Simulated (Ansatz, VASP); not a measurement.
## AlN: VASP beside Ansatz

```
Al N
1.0
     4.36980    0.00000    0.00000
     0.00000    2.18490   -2.18490
     0.00000    7.26181    7.26181
Al N
6 6
Cartesian
  0.0000 1.6386 1.6386
  2.1849 3.8235 1.6386
  0.0000 3.8235 3.8235
  2.1849 6.0084 3.8235
  0.0000 6.0084 6.0084
  2.1849 1.6386 -0.5463
  3.2774 2.7310 2.7310
  1.0925 4.9159 2.7310
  3.2774 4.9159 4.9159
  1.0925 7.1008 4.9159
  3.2774 0.5461 0.5461
  1.0925 2.7310 0.5461
```

Alike in both runs: task single point; functional r2SCAN; k mesh 5 × 7 × 3; occupations gaussian, width 0.05 eV; no spin polarisation.

|  | VASP | Ansatz |
| --- | --- | --- |
| version | VASP 6.6.1 | Ansatz 0.2.0 |
| potentials or method | VASP PAW PBE potentials, release 64 (Al, N), cutoff 520 eV | scalar-relativistic, plane waves, PAW |
| valence electrons in the cell | 48 | 48 |

VASP gave:

```
gap on the k mesh at the Fermi level (eV)                     : 3.18
least direct gap on the mesh (eV)                             : 3.19
pressure (GPa)                                                : -6.8
traceless stress, the component that is largest in VASP (GPa) : -5.49
rms of the force components (eV/Å)                            : 0.582
```

What did Ansatz give for the same quantities?

gap on the k mesh at the Fermi level (eV): 3.17; least direct gap on the mesh (eV): 3.18; pressure (GPa): -6.5; traceless stress, the component that is largest in VASP (GPa): -5.41; rms of the force components (eV/Å): 0.582.

VASP's potentials were made for PBE, not for r2SCAN. Atom by atom the forces differ by 0.003 eV/Å (rms over components).
